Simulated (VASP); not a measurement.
# Al2Cu (Fmmm) in VASP: single point with PBE

Aim: the single point of Al2Cu with PBE.

Program: VASP 6.6.1. These are calculated values, not measurements. Logs are shortened: lines on timing, memory, paths and dates and some standing lists are left out, and cuts for length are marked.

**1. The cell of the first run**

The typed cell holds 3 atoms: a = 6.012 Å, b = 6.012 Å, c = 2.784 Å, α = 76.61°, β = 76.61°, γ = 26.78°.

**2. Single point, PBE**

The input, INCAR:

```
SYSTEM = Al2Cu
PREC = Accurate
ENCUT = 520
EDIFF = 1E-6
ISMEAR = 0
SIGMA = 0.1
LREAL = .False.
LASPH = .True.
NELM = 80
ALGO = Fast
ISIF = 2
LWAVE = .False.
LCHARG = .False.
GGA = PE
NBANDS = 16
```

The input, KPOINTS:

```
regular mesh
0
Gamma
  18 18 18
  0 0 0
```

The input, POSCAR:

```
Al2Cu
1.0
    0.0000000000      1.9690179444      5.6806297387
    1.9686529008      0.0000000000      5.6806297387
    1.9686529008      1.9690179444      0.0000000000
Al Cu
2 1
Direct
    0.8454773842      0.8454773842      0.1545226158
    0.1545226158      0.1545226158      0.8454773842
    0.5000000000      0.5000000000      0.5000000000
```

Potentials or basis: VASP PAW PBE potentials, release 64 (Al, Cu).

Command:

```
$ cat potpaw_PBE.64/Al/POTCAR potpaw_PBE.64/Cu/POTCAR > POTCAR
$ mpirun -np 1 vasp_std > vasp.out
```

OUTCAR:

```text
SYSTEM = Al2Cu
   PREC = Accurate
   ENCUT = 520
   EDIFF = 1E-6
   ISMEAR = 0
   LREAL = .False.
   LASPH = .True.
   NELM = 80
   ISIF = 2
   GGA = PE

 ion  position               nearest neighbor table
   1  0.845  0.845  0.155-   3 2.64   3 2.64   3 2.64   3 2.64   2 2.93   2 2.93   2 2.93   2 2.93

   2  0.155  0.155  0.845-   3 2.64   3 2.64   3 2.64   3 2.64   1 2.93   1 2.93   1 2.93   1 2.93

   3  0.500  0.500  0.500-   2 2.64   2 2.64   1 2.64   1 2.64   1 2.64   2 2.64   2 2.64   1 2.64

  LATTYP: Found a face centered orthorhombic cell.
 ALAT       =     3.9373058016
 B/A-ratio  =     1.0001854281
 C/A-ratio  =     2.8855415479

  Lattice vectors:

 A1 = (   0.0000000000,   1.9690179444,   5.6806297387)
 A2 = (   1.9686529008,   0.0000000000,   5.6806297387)
 A3 = (   1.9686529008,   1.9690179444,   0.0000000000)

Analysis of symmetry for initial positions (statically):
=====================================================================
 Subroutine PRICEL returns:
 Original cell was already a primitive cell.

 Routine SETGRP: Setting up the symmetry group for a
 face centered orthorhombic supercell.

 Subroutine GETGRP returns: Found  8 space group operations
 (whereof  8 operations were pure point group operations)
 out of a pool of  8 trial point group operations.

The static configuration has the point symmetry D_2h.

Analysis of symmetry for dynamics (positions and initial velocities):
=====================================================================
 Subroutine PRICEL returns:
 Original cell was already a primitive cell.

 Routine SETGRP: Setting up the symmetry group for a
 face centered orthorhombic supercell.

 Subroutine GETGRP returns: Found  8 space group operations
 (whereof  8 operations were pure point group operations)
 out of a pool of  8 trial point group operations.

The dynamic configuration has the point symmetry D_2h.

 Subroutine INISYM returns: Found  8 space group operations
 (whereof  8 operations are pure point group operations),
 and found     1 'primitive' translations

----------------------------------------------------------------------------------------

                                     Primitive cell

  volume of cell :      44.0398

  direct lattice vectors                    reciprocal lattice vectors
     0.000000000  1.969017944  5.680629739    -0.253980780  0.253933694  0.088018410
     1.968652901  0.000000000  5.680629739     0.253980780 -0.253933694  0.088018410
[... 86 lines left out ...]
   NELM   =     80;   NELMIN=  2; NELMDL= -5     # of ELM steps
   EDIFF  = 0.1E-05   stopping-criterion for ELM
   LREAL  =      F    real-space projection
   EDIFFG = 0.1E-04   stopping-criterion for IOM
   NSW    =      0    number of steps for IOM
   IBRION =     -1    ionic relax: 0-MD 1-quasi-New 2-CG
   NFREE  =      0    steps in history (QN), initial steepest desc. (CG)
   ISIF   =      2    stress and relaxation
   ISYM   =      2    0-nonsym 1-usesym 2-fastsym
   POTIM  = 0.5000    time-step for ionic-motion
   TEBEG  =    0.0;   TEEND  =   0.0 temperature during run
   PSTRESS=    0.0 pullay stress
   NELECT =      17.0000    total number of electrons
   NUPDOWN=      -1.0000    fix difference up-down
   EMIN   =  10.00;   EMAX   =-10.00  energy-range for DOS
   EFERMI =   0.00;   METHOD = LEGACY
   ISMEAR =     0;   SIGMA  =   0.10  broadening in eV -4-tet -1-fermi 0-gaus
   EFERMI_NEDOS =   21; number of points for ismear=-14 and -15
   IALGO  =     68    algorithm
   IMIX   =      4    mixing-type and parameters
     AMIX     =   0.40;   BMIX     =  1.00
     AMIX_MAG =   1.60;   BMIX_MAG =  1.00
  volume/ion in A,a.u.               =      14.68        99.07
  Fermi-wavevector in a.u.,A,eV,Ry     =   1.191999  2.252552 19.332009  1.420863
  Thomas-Fermi vector in A             =   2.328048
   LORBIT       =      0    0 simple, 1 ext, 2 COOP (PROOUT), +10 PAW based schemes
   GGA     = PE    functional components
   LHFCALC =     F    Hartree Fock is set to
   AEXX    =    0.0000 exact exchange contribution
   IVDW    =     0    specifies the selected vdW correction
   LEPSILON=     F    determine dielectric tensor
   LRPA    =     F    only Hartree local field effects (RPA)
 non-spin polarized calculation
 RMM-DIIS sequential band-by-band and
 Gauss-broadening in eV      SIGMA  =   0.10
  energy-cutoff  :      520.00
  volume of cell :       44.04
 maximum number of plane-waves:      1209
 NGX is ok and might be reduce to    48
   NGX = 23   NGY = 23   NGZ = 11

 number of electron      16.9999995 magnetization

 Free energy of the ion-electron system (eV)
  ---------------------------------------------------
  ext. energy  EPLUGINS =         0.00000000
  ---------------------------------------------------
  free energy    TOTEN  =       -11.49272851 eV

  energy without entropy =      -11.48567107  energy(sigma->0) =      -11.48919979

 E-fermi :   8.2212     XC(G=0): -10.9382

 val. band max:        8.2203946081   @ k =  -0.1111   0.3333   0.4444
 cond. band min:       8.2216428198   @ k =   0.5000   0.1667   0.3333
 fundamental gap:      0.0012482117
 Fermi energy:         8.2211912114

 k-point     1 :       0.0000    0.0000    0.0000
  band No.  band energies     occupation
      1      -2.7522      2.00000
      2       1.5684      2.00000
      3       1.8350      2.00000
      4       3.9540      2.00000
      5       4.7572      2.00000
      6       4.8232      2.00000
[... 433 lines left out ...]
      3       3.3511      2.00000
      4       4.1711      2.00000
      5       4.6754      2.00000
      6       4.8818      2.00000
[... 8 lines left out ...]
     15      18.2479      0.00000
     16      18.5050      0.00000

 [... further k-points ...]
[... 5 lines left out ...]
  --------------------------------------------------------------------------------------
  -------------------------------------------------------------------------------------
  Total        0.0302207      0.0262867      0.0433164      0.0000000      0.0000000      0.0000000
  in kB        1.0994351      0.9563144      1.5758599      0.0000000      0.0000000      0.0000000
  external PRESSURE =       1.2105364 kB  Pullay stress =       0.0000000 kB

 VOLUME and BASIS-vectors are now :
 -----------------------------------------------------------------------------
  energy-cutoff  :      520.00
  volume of cell :       44.04
      direct lattice vectors                 reciprocal lattice vectors
     0.000000000  1.969017944  5.680629739    -0.253980780  0.253933694  0.088018410
     1.968652901  0.000000000  5.680629739     0.253980780 -0.253933694  0.088018410
     1.968652901  1.969017944  0.000000000     0.253980780  0.253933694 -0.088018410

 POSITION                                       TOTAL-FORCE (eV/Angst)
 -----------------------------------------------------------------------------------
      1.96865      1.96902      9.60569         0.000000      0.000000     -0.023023
      1.96865      1.96902      1.75557         0.000000      0.000000      0.023023
      1.96865      1.96902      5.68063         0.000000      0.000000      0.000000
 -----------------------------------------------------------------------------------
    total drift:                               -0.000000     -0.000000     -0.000000

  FREE ENERGIE OF THE ION-ELECTRON SYSTEM (eV)
  ---------------------------------------------------
  free  energy   TOTEN  =       -11.4927285100 eV

  energy  without entropy=      -11.4856710708  energy(sigma->0) =      -11.48919979
```

OSZICAR:

```text
N       E                     dE             d eps       ncg     rms          rms(c)
DAV:   1     0.567988392127E+02    0.56799E+02   -0.68458E+03 27808   0.114E+03
DAV:   2    -0.114567294431E+02   -0.68256E+02   -0.61169E+02 29776   0.199E+02
DAV:   3    -0.137498012036E+02   -0.22931E+01   -0.22187E+01 37632   0.398E+01
DAV:   4    -0.137980370175E+02   -0.48236E-01   -0.48214E-01 32888   0.494E+00
DAV:   5    -0.138000593245E+02   -0.20223E-02   -0.20223E-02 42784   0.110E+00    0.155E+01
RMM:   6    -0.178166857022E+02   -0.40166E+01   -0.44545E+01 35662   0.101E+02    0.144E+01
RMM:   7    -0.118227118498E+02    0.59940E+01   -0.12800E+01 31726   0.571E+01    0.322E+00
RMM:   8    -0.114923793281E+02    0.33033E+00   -0.14086E+00 30630   0.190E+01    0.652E-01
RMM:   9    -0.114943258949E+02   -0.19466E-02   -0.91148E-02 35543   0.181E+00    0.409E-01
RMM:  10    -0.114939054296E+02    0.42047E-03   -0.90283E-03 34642   0.103E+00    0.286E-01
RMM:  11    -0.114943715226E+02   -0.46609E-03   -0.21813E-03 36907   0.369E-01    0.293E-01
RMM:  12    -0.114932193981E+02    0.11521E-02   -0.89060E-03 39985   0.130E+00    0.181E-01
RMM:  13    -0.114928017380E+02    0.41766E-03   -0.65638E-04 35083   0.384E-01    0.584E-02
RMM:  14    -0.114927525081E+02    0.49230E-04   -0.16491E-04 37966   0.122E-01    0.368E-02
RMM:  15    -0.114927273012E+02    0.25207E-04   -0.68075E-05 35947   0.109E-01    0.112E-02
RMM:  16    -0.114927283576E+02   -0.10564E-05   -0.20157E-05 36719   0.349E-02    0.344E-03
RMM:  17    -0.114927285100E+02   -0.15235E-06   -0.25675E-06 26683   0.181E-02
   1 F= -.11492729E+02 E0= -.11489200E+02  d E =-.705744E-02
```

stdout:

```text
POSCAR found type information on POSCAR AlCu
 POSCAR found :  2 types and       3 ions
 scaLAPACK will be used
 LDA part: xc-table for (Slater+PW92), standard interpolation
 POSCAR, INCAR and KPOINTS ok, starting setup
 FFT: planning ... GRIDC
 FFT: planning ... GRID_SOFT
 FFT: planning ... GRID
 WAVECAR not read
 entering main loop
```

Wall time 21 min (1 thread of Intel Xeon 6975P-C, shared host); peak memory 0.72 GiB.

What came out:

```
Free energy   : -11.4927 eV
Pressure      : 0.1 GPa
Largest force : 0.023 eV/Å
```

Forces in eV/Å, atoms in the order of the input:
```
Al   0.000  0.000 -0.023
Al   0.000  0.000  0.023
Cu   0.000  0.000  0.000
```

Levels at points of the mesh, in eV from the Fermi level:
```tsv
k point	band 5	band 6	band 7	band 8	band 9	band 10	band 11	band 12
(0.00, 0.00, 0.00)	-3.46	-3.40	-3.40	-3.02	6.49	6.87	7.86	7.86
(0.50, 0.00, 0.00)	-3.90	-3.47	-3.30	-2.89	-1.50	0.59	2.24	7.35
(0.50, 0.50, 0.00)	-3.40	-3.39	-3.02	-1.49	1.20	6.87	6.87	6.87
(0.50, 0.00, 0.50)	-2.66	-2.28	-0.89	-0.68	0.07	0.18	2.47	2.73
(0.00, 0.50, 0.50)	-2.66	-2.28	-0.89	-0.68	0.06	0.19	2.47	2.73
```
